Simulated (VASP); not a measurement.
Runs of VASP 6.6.1 on Au. The structure is that of space group Im-3m (No. 229), or close to it. The cells are those of the table. This isn't the form of Au at room conditions, which is fcc.

| cell | k mesh | gap on the mesh (eV) | pressure (GPa) |
| --- | --- | --- | --- |
| a = 2.898 Å, angles 109.5°, 1 atom | 22 × 22 × 22 | none | -4.9 |
| a = 2.860 Å, angles 109.5°, 1 atom | 22 × 22 × 22 | none | -0.2 |
| a = 2.860 Å, angles 109.5°, 1 atom | 7 × 7 × 7 | none | (a) |
| a = 2.822 Å, angles 109.5°, 1 atom | 22 × 22 × 22 | none | 6.1 |
| a = 2.935 Å, angles 109.5°, 1 atom | 22 × 22 × 22 | none | (b) |

Alike in all rows: task single point; level PBE; potentials or basis VASP PAW PBE potentials, release 64 (Au); no spin polarisation; cutoff (eV) 520; smearing fermi-dirac 0.1 eV.

Problem. Estimate the missing entries.

Solution. (a) 0.5; (b) -8.4.

Caveats: some runs use coarse meshes; spin-orbit coupling is left out, which moves the levels of the heavy elements; the cell stands under tension (at least some runs); the cell stands under pressure (at least some runs).

A k mesh can miss the band edges, and the runs leave out spin-orbit coupling on Au.

A gap of «none» marks levels without a gap at the run's occupations.
